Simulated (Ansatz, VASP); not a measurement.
**Ga7As in VASP and in Ansatz**

File INCAR:

```
SYSTEM = Ga7As
ALGO = Normal
EDIFF = 1E-6
ENCUT = 500
GGA = PE
GGA_COMPAT = .False.
ISIF = 2
ISMEAR = 0
LASPH = .True.
LCHARG = .False.
LREAL = .False.
LWAVE = .False.
NBANDS = 58
NELM = 120
PREC = Accurate
SIGMA = 0.1
```

KPOINTS

```
k-points
0
Gamma
  4 4 4
  0 0 0
```

The input POSCAR:

```
Ga7As
1.0
    5.8292467342      0.0000000000      0.0000000000
   -2.8292298045      5.1355177125      0.0000000000
   -2.3946943608     -2.0425912042      5.2267883439
Ga As
7 1
Direct
    0.9251679781      0.3848217099      0.5227687357
    0.0211541877      0.6325596589      0.0015374232
    0.4375976431      0.8593436734      0.5191289215
    0.6230809585      0.1468557180      0.0109602318
    0.9208778029      0.8721503488      0.4868360110
    0.5069299434      0.6262510457      0.9704983509
    0.4110863971      0.3512183357      0.4968289842
    0.1541050891      0.1267995094      0.9914413417
```

Input for Ansatz:

```yaml
crystal:
  lattice:
    - [5.8292467342, 0.0, 0.0]
    - [-2.8292298045, 5.1355177125, 0.0]
    - [-2.3946943608, -2.0425912042, 5.2267883439]
  atoms:
    - { symbol: Ga, position: [0.9251679781, 0.3848217099, 0.5227687357] }
    - { symbol: Ga, position: [0.0211541877, 0.6325596589, 0.0015374232] }
    - { symbol: Ga, position: [0.4375976431, 0.8593436734, 0.5191289215] }
    - { symbol: Ga, position: [0.6230809585, 0.146855718, 0.0109602318] }
    - { symbol: Ga, position: [0.9208778029, 0.8721503488, 0.486836011] }
    - { symbol: Ga, position: [0.5069299434, 0.6262510457, 0.9704983509] }
    - { symbol: Ga, position: [0.4110863971, 0.3512183357, 0.4968289842] }
    - { symbol: As, position: [0.1541050891, 0.1267995094, 0.9914413417] }
basis:
  ecutwfc: 420
kpoints:
  mp_grid: { grid: [4, 4, 4] }
hamiltonian:
  xc: pbe
scf:
  occupations: { method: gaussian, width: 0.1 }
  lower_state_search: "off"
output:
  forces: true
  stress: true
  eigenvalues: true
```

Change from the starting cell: the structure that the rattled cell fell into.

Alike in both runs: task single point; functional PBE; k mesh 4 × 4 × 4; occupations gaussian, width 0.1 eV; no spin polarisation.

```csv
,VASP,Ansatz
version,VASP 6.6.1,Ansatz 0.2.0
potentials or method,"VASP PAW PBE potentials, release 64 (Ga_d, As), cutoff 500 eV","scalar-relativistic, plane waves, PAW"
valence electrons in the cell,96,106
```

|  | VASP | Ansatz | Ansatz less VASP |
| --- | --- | --- | --- |
| gap on the k mesh at the Fermi level (eV) | none | none | - |
| pressure (GPa) | 0.2 | 0.0 | -0.16 |
| traceless stress, the component that is largest in VASP (GPa) | 0.08 | 0.07 | -0.005 |
| rms of the force components (eV/Å) | 0.008 | 0.007 | -0.0011 |

Atom by atom the forces differ by 0.005 eV/Å (rms over components). A gap of «none» marks a metal or a gap that the smearing closes. VASP's potentials hold 96 valence electrons a cell and Ansatz's 106, so a difference there can come from the potentials and not from the codes.
